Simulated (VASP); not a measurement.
# Pt (P6_3/mmc) in VASP: further runs

Runs on Pt. Level: PBEsol. Tasks: single point, relaxation of cell and atoms.

All numbers are computed with VASP 6.6.1; they aren't measurements. Logs are shortened: lines on timing, memory, paths and dates and some standing lists are left out, and cuts for length are marked.

### Step 1. The cell of the first run

It takes space group P6_3/mmc (No. 194, hexagonal). Conventional cell: a = 2.725 Å, b = 2.725 Å, c = 4.705 Å, α = 90.00°, β = 90.00°, γ = 120.00°. Pt (site symmetry -6m2) has 12 Pt at 2.73 to 2.83 Å within 3.6 Å.

### Step 2. Single point, PBEsol

INCAR reads:

```
SYSTEM = Pt
PREC = Accurate
ENCUT = 500
EDIFF = 1E-6
ISMEAR = 0
SIGMA = 0.1
LREAL = .False.
LASPH = .True.
NELM = 120
ALGO = Normal
ISIF = 2
LWAVE = .False.
LCHARG = .False.
GGA = PS
NBANDS = 17
GGA_COMPAT = .False.
```

KPOINTS reads:

```
Automatic mesh
0
Gamma
  18 18 9
  0 0 0
```

POSCAR reads:

```
Pt
1.0
    2.7254968022      0.0000000000      0.0000000000
   -1.3627484011      2.3603494686      0.0000000000
    0.0000000000      0.0000000000      4.7045143208
Pt
2
Direct
    0.6666666667      0.3333333333      0.7500000000
    0.3333333333      0.6666666667      0.2500000000
```

Potentials or basis: VASP PAW PBE potentials, release 64 (Pt).

The run is started by

```bash
$ cat potpaw_PBE.64/Pt/POTCAR > POTCAR
$ mpirun -np 1 vasp_std > vasp.out
```

OUTCAR:

```text
SYSTEM = Pt
   PREC = Accurate
   ENCUT = 500
   EDIFF = 1E-6
   ISMEAR = 0
   LREAL = .False.
   LASPH = .True.
   NELM = 120
   ISIF = 2
   GGA = PS

 ion  position               nearest neighbor table
   1  0.667  0.333  0.750-   2 2.83   2 2.83   2 2.83   2 2.83   2 2.83   2 2.83
   2  0.333  0.667  0.250-   1 2.83   1 2.83   1 2.83   1 2.83   1 2.83   1 2.83

  LATTYP: Found a hexagonal cell.
 ALAT       =     2.7254968022
 C/A-ratio  =     1.7261125814

  Lattice vectors:

 A1 = (   2.7254968022,   0.0000000000,   0.0000000000)
 A2 = (  -1.3627484011,   2.3603494686,   0.0000000000)
 A3 = (   0.0000000000,   0.0000000000,   4.7045143208)

Analysis of symmetry for initial positions (statically):
=====================================================================
 Subroutine PRICEL returns:
 Original cell was already a primitive cell.

 Routine SETGRP: Setting up the symmetry group for a
 hexagonal supercell.

 Subroutine GETGRP returns: Found 24 space group operations
 (whereof 12 operations were pure point group operations)
 out of a pool of 24 trial point group operations.

The static configuration has the point symmetry D_3d.
 The point group associated with its full space group is D_6h.

Analysis of symmetry for dynamics (positions and initial velocities):
=====================================================================
 Subroutine PRICEL returns:
 Original cell was already a primitive cell.

 Routine SETGRP: Setting up the symmetry group for a
 hexagonal supercell.

 Subroutine GETGRP returns: Found 24 space group operations
 (whereof 12 operations were pure point group operations)
 out of a pool of 24 trial point group operations.

The dynamic configuration has the point symmetry D_3d.
 The point group associated with its full space group is D_6h.

 Subroutine INISYM returns: Found 24 space group operations
 (whereof 12 operations are pure point group operations),
 and found     1 'primitive' translations

----------------------------------------------------------------------------------------

                                     Primitive cell

  volume of cell :      30.2647

  direct lattice vectors                    reciprocal lattice vectors
     2.725496802  0.000000000  0.000000000     0.366905586  0.211833039  0.000000000
    -1.362748401  2.360349469  0.000000000     0.000000000  0.423666077  0.000000000
     0.000000000  0.000000000  4.704514321     0.000000000  0.000000000  0.212561793

  length of vectors
     2.725496802  2.725496802  4.704514321     0.423666077  0.423666077  0.212561793

  position of ions in fractional coordinates (direct lattice)
     0.666666667  0.333333333  0.750000000
     0.333333333  0.666666667  0.250000000

  ion indices of the primitive-cell ions
   primitive index   ion index
                 1           1
                 2           2

----------------------------------------------------------------------------------------

 KPOINTS: Automatic mesh

Automatic generation of k-mesh.
 Grid dimensions read from file:
 generate k-points for:   18   18    9

 Generating k-lattice:

  Cartesian coordinates                     Fractional coordinates (reciprocal lattice)
     0.020383644  0.011768502  0.000000000     0.055555556  0.000000000  0.000000000
     0.000000000  0.023537004  0.000000000     0.000000000  0.055555556  0.000000000
     0.000000000  0.000000000  0.023617977     0.000000000  0.000000000  0.111111111

  Length of vectors
     0.023537004  0.023537004  0.023617977

  Shift w.r.t. Gamma in fractional coordinates (k-lattice)
     0.000000000  0.000000000  0.000000000

 Subroutine IBZKPT returns following result:
 ===========================================

 Found    185 irreducible k-points:

 Following reciprocal coordinates:
            Coordinates               Weight
  0.000000  0.000000  0.000000      1.000000
  0.055556 -0.000000  0.000000      6.000000
  0.111111 -0.000000  0.000000      6.000000
  0.166667 -0.000000  0.000000      6.000000
  0.222222 -0.000000  0.000000      6.000000
  0.277778 -0.000000  0.000000      6.000000
[... 16 lines left out ...]
  0.333333  0.111111  0.000000     12.000000
  0.388889  0.111111  0.000000     12.000000
 [... further k-points ...]
   k-points           NKPTS =    185   k-points in BZ     NKDIM =    185   number of bands    NBANDS=     17
   number of dos      NEDOS =    301   number of ions     NIONS =      2
   total plane-waves  NPLWV =  14400
   dimension x,y,z NGX =    20 NGY =   20 NGZ =   36
   dimension x,y,z NGXF=    40 NGYF=   40 NGZF=   72
   ions per type =               2
   NGX,Y,Z   is equivalent  to a cutoff of  12.20, 12.20, 12.72 a.u.
   NGXF,Y,Z  is equivalent  to a cutoff of  24.40, 24.40, 25.44 a.u.
 SYSTEM =  Pt
   PREC   = accura    normal or accurate (medium, high low for compatibility)
   ISTART =      0    job   : 0-new  1-cont  2-samecut
   ICHARG =      2    charge: 1-file 2-atom 10-const
   ISPIN  =      1    spin polarized calculation?
   LNONCOLLINEAR =      F non collinear calculations
   LSORBIT =      F    spin-orbit coupling
   LASPH  =      T    aspherical Exc in radial PAW
   ENCUT  =  500.0 eV  36.75 Ry    6.06 a.u.   4.97  4.97  8.58*2*pi/ulx,y,z
   NELM   =    120;   NELMIN=  2; NELMDL= -5     # of ELM steps
   EDIFF  = 0.1E-05   stopping-criterion for ELM
   LREAL  =      F    real-space projection
   EDIFFG = 0.1E-04   stopping-criterion for IOM
   NSW    =      0    number of steps for IOM
   IBRION =     -1    ionic relax: 0-MD 1-quasi-New 2-CG
   NFREE  =      0    steps in history (QN), initial steepest desc. (CG)
   ISIF   =      2    stress and relaxation
   ISYM   =      2    0-nonsym 1-usesym 2-fastsym
   POTIM  = 0.5000    time-step for ionic-motion
   TEBEG  =    0.0;   TEEND  =   0.0 temperature during run
   PSTRESS=    0.0 pullay stress
   NELECT =      20.0000    total number of electrons
   NUPDOWN=      -1.0000    fix difference up-down
   EMIN   =  10.00;   EMAX   =-10.00  energy-range for DOS
   EFERMI =   0.00;   METHOD = LEGACY
   ISMEAR =     0;   SIGMA  =   0.10  broadening in eV -4-tet -1-fermi 0-gaus
   EFERMI_NEDOS =   21; number of points for ismear=-14 and -15
   IALGO  =     38    algorithm
   IMIX   =      4    mixing-type and parameters
     AMIX     =   0.40;   BMIX     =  1.00
     AMIX_MAG =   1.60;   BMIX_MAG =  1.00
  volume/ion in A,a.u.               =      15.13       102.12
  Fermi-wavevector in a.u.,A,eV,Ry     =   1.425955  2.694665 27.665385  2.033348
  Thomas-Fermi vector in A             =   2.546284
   LORBIT       =      0    0 simple, 1 ext, 2 COOP (PROOUT), +10 PAW based schemes
   GGA     = PS    functional components
   LHFCALC =     F    Hartree Fock is set to
   AEXX    =    0.0000 exact exchange contribution
   IVDW    =     0    specifies the selected vdW correction
   LEPSILON=     F    determine dielectric tensor
   LRPA    =     F    only Hartree local field effects (RPA)
 non-spin polarized calculation
 Gauss-broadening in eV      SIGMA  =   0.10
  energy-cutoff  :      500.00
  volume of cell :       30.26
 maximum number of plane-waves:       786
 NGX is ok and might be reduce to    20
   NGX =  9   NGY =  9   NGZ = 17

 number of electron      20.0000000 magnetization

 Free energy of the ion-electron system (eV)
  ---------------------------------------------------
  ext. energy  EPLUGINS =         0.00000000
  ---------------------------------------------------
  free energy    TOTEN  =       -13.81267431 eV

  energy without entropy =      -13.79718894  energy(sigma->0) =      -13.80493163

 E-fermi :  11.0039     XC(G=0): -13.6038

 val. band max:       11.0026455296   @ k =   0.5000  -0.0000   0.3333
 cond. band min:      11.0106244748   @ k =   0.3333   0.1667   0.0000
 fundamental gap:      0.0079789452
 Fermi energy:        11.0039445157

 k-point     1 :       0.0000    0.0000    0.0000
  band No.  band energies     occupation
      1       0.7695      2.00000
      2       3.4981      2.00000
      3       6.8147      2.00000
      4       7.3319      2.00000
      5       7.3319      2.00000
      6       7.7361      2.00000
[... 9 lines left out ...]
     16      28.2879      0.00000
     17      32.4112      0.00000

 k-point     2 :       0.0556   -0.0000    0.0000
  band No.  band energies     occupation
      1       0.8861      2.00000
      2       3.6063      2.00000
      3       6.8004      2.00000
      4       7.3279      2.00000
      5       7.4229      2.00000
      6       7.6756      2.00000
[... 9 lines left out ...]
     16      28.4595      0.00000
     17      31.6868      0.00000

 k-point     3 :       0.1111   -0.0000    0.0000
  band No.  band energies     occupation
      1       1.2271      2.00000
      2       3.9114      2.00000
      3       6.6991      2.00000
      4       7.3548      2.00000
      5       7.5654      2.00000
      6       7.6914      2.00000
[... 9 lines left out ...]
     16      28.7447      0.00000
     17      30.5305      0.00000

 k-point     4 :       0.1667   -0.0000    0.0000
  band No.  band energies     occupation
      1       1.7633      2.00000
      2       4.3382      2.00000
      3       6.5265      2.00000
      4       7.1916      2.00000
      5       7.4132      2.00000
      6       7.7678      2.00000
[... 9 lines left out ...]
     16      28.7502      0.00000
     17      29.2239      0.00000

 k-point     5 :       0.2222   -0.0000    0.0000
  band No.  band energies     occupation
      1       2.4361      2.00000
      2       4.6954      2.00000
      3       6.4880      2.00000
      4       6.6759      2.00000
      5       6.9768      2.00000
      6       8.2303      2.00000
[... 9 lines left out ...]
     16      27.8074      0.00000
     17      29.4893      0.00000

 k-point     6 :       0.2778   -0.0000    0.0000
  band No.  band energies     occupation
      1       3.1390      2.00000
      2       4.7501      2.00000
      3       6.0542      2.00000
      4       6.6919      2.00000
      5       6.9805      2.00000
      6       8.0525      2.00000
[... 9 lines left out ...]
     16      26.6539      0.00000
     17      29.2735      0.00000

 k-point     7 :       0.3333   -0.0000    0.0000
  band No.  band energies     occupation
      1       3.7119      2.00000
      2       4.5888      2.00000
      3       5.5605      2.00000
      4       6.8600      2.00000
      5       7.4407      2.00000
      6       7.7890      2.00000
[... 9 lines left out ...]
     16      25.8143      0.00000
     17      26.7991      0.00000

 k-point     8 :       0.3889   -0.0000    0.0000
  band No.  band energies     occupation
      1       4.0335      2.00000
      2       4.3998      2.00000
      3       5.2025      2.00000
      4       7.2090      2.00000
      5       7.5846      2.00000
      6       7.7547      2.00000
[... 9 lines left out ...]
     16      24.2694      0.00000
     17      25.1255      0.00000
[... 203 lines left out ...]
      1       2.0773      2.00000
      2       4.6072      2.00000
      3       6.3351      2.00000
      4       7.1297      2.00000
      5       7.1880      2.00000
      6       7.6843      2.00000
[... 9 lines left out ...]
     16      28.4855      0.00000
     17      28.8107      0.00000

 k-point    20 :       0.1667    0.1111    0.0000
  band No.  band energies     occupation
      1       2.7429      2.00000
      2       5.0176      2.00000
      3       6.1515      2.00000
      4       6.5305      2.00000
      5       7.0246      2.00000
      6       7.7898      2.00000
[... 9 lines left out ...]
     16      27.7983      0.00000
     17      29.1712      0.00000

 k-point    21 :       0.2222    0.1111    0.0000
  band No.  band energies     occupation
      1       3.4588      2.00000
      2       5.1094      2.00000
      3       5.9985      2.00000
      4       6.2715      2.00000
      5       7.0123      2.00000
      6       7.5504      2.00000
[... 9 lines left out ...]
     16      26.9105      0.00000
     17      29.2651      0.00000

 k-point    22 :       0.2778    0.1111    0.0000
  band No.  band energies     occupation
      1       4.0642      2.00000
      2       4.9244      2.00000
      3       5.5648      2.00000
      4       6.5827      2.00000
      5       7.3003      2.00000
      6       7.3885      2.00000
[... 9 lines left out ...]
     16      26.1516      0.00000
     17      27.2214      0.00000

 k-point    23 :       0.3333    0.1111    0.0000
  band No.  band energies     occupation
      1       4.4073      2.00000
      2       4.7203      2.00000
      3       5.2459      2.00000
      4       7.0100      2.00000
      5       7.3109      2.00000
      6       7.6913      2.00000
[... 9 lines left out ...]
     16      25.1218      0.00000
     17      25.5179      0.00000

 k-point    24 :       0.3889    0.1111    0.0000
  band No.  band energies     occupation
      1       4.5073      2.00000
      2       4.6019      2.00000
      3       5.0512      2.00000
      4       7.3197      2.00000
      5       7.4877      2.00000
      6       7.5951      2.00000
[... 9 lines left out ...]
     16      23.5174      0.00000
     17      25.0267      0.00000

 [... further k-points ...]
[... 5 lines left out ...]
  --------------------------------------------------------------------------------------
  -------------------------------------------------------------------------------------
  Total       -0.0588472     -0.0588472     -0.0963689     -0.0000000     -0.0000000      0.0000000
  in kB       -3.1152974     -3.1152974     -5.1016501     -0.0000000     -0.0000000      0.0000000
  external PRESSURE =      -3.7774150 kB  Pullay stress =       0.0000000 kB

 VOLUME and BASIS-vectors are now :
 -----------------------------------------------------------------------------
  energy-cutoff  :      500.00
  volume of cell :       30.26
      direct lattice vectors                 reciprocal lattice vectors
     2.725496802  0.000000000  0.000000000     0.366905586  0.211833039  0.000000000
    -1.362748401  2.360349469  0.000000000     0.000000000  0.423666077  0.000000000
     0.000000000  0.000000000  4.704514321     0.000000000  0.000000000  0.212561793

 POSITION                                       TOTAL-FORCE (eV/Angst)
 -----------------------------------------------------------------------------------
      1.36275      0.78678      3.52839        -0.000000      0.000000      0.000000
     -0.00000      1.57357      1.17613         0.000000     -0.000000      0.000000
 -----------------------------------------------------------------------------------
    total drift:                               -0.000000      0.000000     -0.000000

  FREE ENERGIE OF THE ION-ELECTRON SYSTEM (eV)
  ---------------------------------------------------
  free  energy   TOTEN  =       -13.8126743138 eV

  energy  without entropy=      -13.7971889408  energy(sigma->0) =      -13.80493163
```

It took 48 s on 1 thread of Intel Xeon 6975P-C, shared host; peak memory 0.2 GiB.

Results:

```yaml
Free_energy: -13.8127 eV
Pressure: -0.4 GPa
Band_gap_on_the_k_mesh: zero (band 10 reaches 11.53 eV, above the bottom of band 11 at 10.21 eV)
```

Caveat: the PAW data sets were made with another functional, which shifts forces and pressure a little; spin-orbit coupling is left out, which moves the levels of the heavy elements.

### Step 3. Relaxation of cell and atoms, PBEsol

This run uses another cell than the first one, of 15.81 Å³/atom, 1.045 times its volume.

INCAR reads:

```
SYSTEM = Pt
PREC     = Accurate       ! precision mode
ENCUT    = 500            ! plane-wave cutoff, eV
EDIFF    = 1E-7           ! SCF threshold, eV
ISMEAR   = 0              ! smearing method
SIGMA    = 0.1            ! smearing width, eV
LREAL    = .FALSE.        ! projectors in reciprocal space
LASPH    = .TRUE.         ! aspherical terms in the spheres
NELM     = 120            ! most SCF steps
ALGO     = Normal         ! electronic algorithm
ISIF     = 3              ! what is computed and relaxed
LWAVE    = .FALSE.        ! write WAVECAR
LCHARG   = .FALSE.        ! write CHGCAR
GGA      = PS             ! functional
IBRION   = 2              ! ionic algorithm
NSW      = 50             ! ionic steps
EDIFFG   = -0.01          ! ionic threshold
GGA_COMPAT= .FALSE.      
NELMIN   = 4
```

KPOINTS reads:

```
regular mesh
0
G
  18 18 9
  0 0 0
```

POSCAR reads:

```
Pt
1.0
    2.7606660000      0.0000000000      0.0000000000
   -1.3803330000      2.3908070000      0.0000000000
    0.0000000000      0.0000000000      4.7921340000
Pt
2
Direct
    0.6666666667      0.3333333333      0.7500000000
    0.3333333333      0.6666666667      0.2500000000
```

Potentials or basis: VASP PAW PBE potentials, release 64 (Pt).

The run is started by

```bash
$ cat potpaw_PBE.64/Pt/POTCAR > POTCAR
$ mpirun -np 1 vasp_std > vasp.out
```

It took 3.8 min on 1 thread of Intel Xeon 6975P-C, shared host; peak memory 0.21 GiB.

Results (log left out):

```
Free energy                            : -13.8139 eV
Relaxed volume                         : 15.11 Å³/atom
Relaxed cell                           : a = 2.725 Å, b = 2.725 Å, c = 4.699 Å, α = 90.00°, β = 90.00°, γ = 120.00°
Space group after relaxing (to 0.05 Å) : P6_3/mmc (No. 194)
Energy gained by relaxing              : 26.1 meV/atom
Ionic steps                            : 10
Pressure after relaxing                : 0.0 GPa
Band gap on the k mesh                 : zero (band 10 reaches 11.55 eV, above the bottom of band 11 at 10.24 eV)
```

Step by step:
```csv
step,energy change (eV),largest force (eV/Å),pressure (GPa),volume (Å³)
1,0.0000,0.0000,-11.32,31.63
2,0.4022,0.0000,47.85,26.79
3,-0.0515,0.0000,-0.59,30.30
4,-0.0516,0.0000,-0.12,30.25
5,-0.0516,0.0000,0.13,30.22
6,-0.0523,0.0000,0.17,30.20
7,-0.0523,0.0000,0.17,30.20
8,-0.0523,0.0000,0.17,30.20
9,-0.0522,0.0000,-0.40,30.26
10,-0.0523,0.0000,0.01,30.22
```

Final structure:
```yaml
crystal:
  lattice:
    - [2.72518, 0.00000, 0.00000]
    - [-1.36259, 2.36007, 0.00000]
    - [0.00000, 0.00000, 4.69852]
  atoms:
    - { symbol: Pt, position: [0.66667, 0.33333, 0.75000] }
    - { symbol: Pt, position: [0.33333, 0.66667, 0.25000] }
```

Levels at points of the mesh, in eV from the Fermi level:
| k point | band 8 | band 9 | band 10 | band 11 | band 12 | band 13 |
| --- | --- | --- | --- | --- | --- | --- |
| (0.00, 0.00, 0.00) | -1.98 | -1.98 | -0.94 | -0.23 | -0.23 | 5.03 |
| (0.50, 0.00, 0.00) | 0.05 | 0.29 | 0.52 | 2.31 | 3.84 | 7.45 |

Caveat: the PAW data sets were made with another functional, which shifts forces and pressure a little; spin-orbit coupling is left out, which moves the levels of the heavy elements.
